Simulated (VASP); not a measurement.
Input of a VASP 6.6.1 run:

Contents of INCAR:

```
SYSTEM = Pb
PREC = Accurate
ENCUT = 600
EDIFF = 1E-6
ISMEAR = -1
SIGMA = 0.05
LREAL = .False.
LASPH = .True.
NELM = 60
ALGO = Normal
ISIF = 3
LWAVE = .False.
LCHARG = .False.
IBRION = 2
NSW = 60
EDIFFG = -0.005
```

KPOINTS

```
regular mesh
0
Gamma
  15 15 15
  0 0 0
```

File POSCAR:

```
Pb
1.0
    0.0000000000      2.4375461311      2.4375461311
    2.4375461311      0.0000000000      2.4375461311
    2.4375461311      2.4375461311      0.0000000000
Pb
1
Direct
    0.0000000000      0.0000000000      0.0000000000
```

Potentials or basis: VASP PAW LDA potentials, release 64 (Pb_d).

Run with:

```bash
$ cat potpaw_LDA.64/Pb_d/POTCAR > POTCAR
$ mpirun -np 1 vasp_std > vasp.out
```

(1) Predict the relaxed cell.

(2) What does it give for the band gap on the k mesh?

(3) What does it give for the space group after relaxing (to 0.05 Å)?

## Answers

(1) a = 3.452 Å, b = 3.452 Å, c = 3.452 Å, α = 60.00°, β = 60.00°, γ = 60.00°.

(2) zero (band 7 reaches 15.17 eV, above the bottom of band 8 at 5.85 eV).

(3) Fm-3m (No. 225).

Caveat: spin-orbit coupling is left out, which moves the levels of the heavy elements.
